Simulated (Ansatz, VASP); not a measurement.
## Sb2Pt in VASP and in Ansatz

```
Sb Pt
1.0
     4.51364    0.00000    0.00000
     0.00000    4.51364    0.00000
     0.00000    0.00000    7.02617
Sb Pt
4 2
Cartesian
  0.0000 0.0000 0.0000
  2.2568 2.2568 0.0000
  0.0000 2.2568 2.7630
  2.2568 0.0000 4.2632
  0.0000 2.2568 5.3854
  2.2568 0.0000 1.6408
```

Alike in both runs: functional PBE; k mesh 4 × 4 × 4; occupations gaussian, width 0.1 eV; no spin polarisation.

Ansatz relaxed the structure, and its values are those at the end. VASP's run is a single point on that final structure, the one shown.

```csv
,VASP,Ansatz
version,VASP 6.6.1,Ansatz 0.2.0
potentials or method,"VASP PAW PBE potentials, release 64 (Sb, Pt), cutoff 520 eV","scalar-relativistic, plane waves, PAW"
valence electrons in the cell,40,96
```

```csv
,VASP,Ansatz,Ansatz less VASP
gap on the k mesh at the Fermi level (eV),none,none,-
pressure (GPa),-0.4,-0.1,+0.26
rms of the force components (eV/Å),0.009,0.010,+0.0017
```

A gap of «none» marks a metal or a gap that the smearing closes. VASP's potentials hold 40 valence electrons a cell and Ansatz's 96, so a difference there can come from the potentials and not from the codes.

Spin-orbit coupling is off throughout.
